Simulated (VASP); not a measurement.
Write the native input for VASP 6.6.1 that does the following.

* Task: single point
* Functional: r2SCAN
* Potentials or basis: VASP PAW PBE potentials, release 64 (Sn_d, Te)
* Cutoff: 520 eV
* k mesh: 8 × 8 × 8
* Occupations: fermi-dirac, width 0.02 eV
* Spin: no spin polarisation
* Dipole correction: no
* Further INCAR settings: ALGO = Normal; EDIFF = 1e-06; NBANDS = 17

Crystal: SnTe.

```
CELL_PARAMETERS angstrom
0.00000 3.18933 3.12554
3.18933 0.00000 3.12554
3.18933 3.18933 0.00000
ATOMIC_POSITIONS crystal
Sn 0.00000 0.00000 0.00000
Te 0.50000 0.50000 0.50000
```

This cell differs from its parent crystal: uniaxial z strain -2.0%.

One way to write it, as run:

POSCAR

```
SnTe
1.0
    0.0000000000      3.1893303446      3.1255437377
    3.1893303446      0.0000000000      3.1255437377
    3.1893303446      3.1893303446      0.0000000000
Sn Te
1 1
Direct
    0.0000000000      0.0000000000      0.0000000000
    0.5000000000      0.5000000000      0.5000000000
```

INCAR.step1

```
ALGO = Normal
EDIFF = 1E-4
ENCUT = 520
GGA = PE
ISMEAR = -1
LASPH = T
LCHARG = F
LREAL = F
LWAVE = T
NBANDS = 17
NELM = 80
PREC = Accurate
SIGMA = 0.02
```

INCAR.step2

```
ALGO = Normal
EDIFF = 1E-6
ENCUT = 520
ISIF = 2
ISMEAR = -1
ISTART = 1
LASPH = T
LCHARG = F
LMIXTAU = T
LREAL = F
LWAVE = F
METAGGA = R2SCAN
NBANDS = 17
NELM = 80
PREC = Accurate
SIGMA = 0.02
```

KPOINTS

```
k-points
0
Gamma
  8 8 8
```

Potentials or basis: VASP PAW PBE potentials, release 64 (Sn_d, Te).

Run with:

```bash
$ cat potpaw_PBE.64/Sn_d/POTCAR potpaw_PBE.64/Te/POTCAR > POTCAR
$ cp INCAR.step1 INCAR
$ mpirun -np 1 vasp_std > vasp.out
$ cp INCAR.step2 INCAR
$ mpirun -np 1 vasp_std > vasp.out
```

It gave:

```
Pressure               : 0.9 GPa
Band gap on the k mesh : 0.04 eV
```

Caveat: the cell differs from its parent crystal (uniaxial z strain -2.0%); the PAW data sets were made with another functional, which shifts forces and pressure a little; spin-orbit coupling is left out, which moves the levels of the heavy elements.

It took 4.1 min on 1 thread of AMD EPYC 7R43 64-Core Processor (Zen 3) (shared host), peak memory 0.22 GiB.
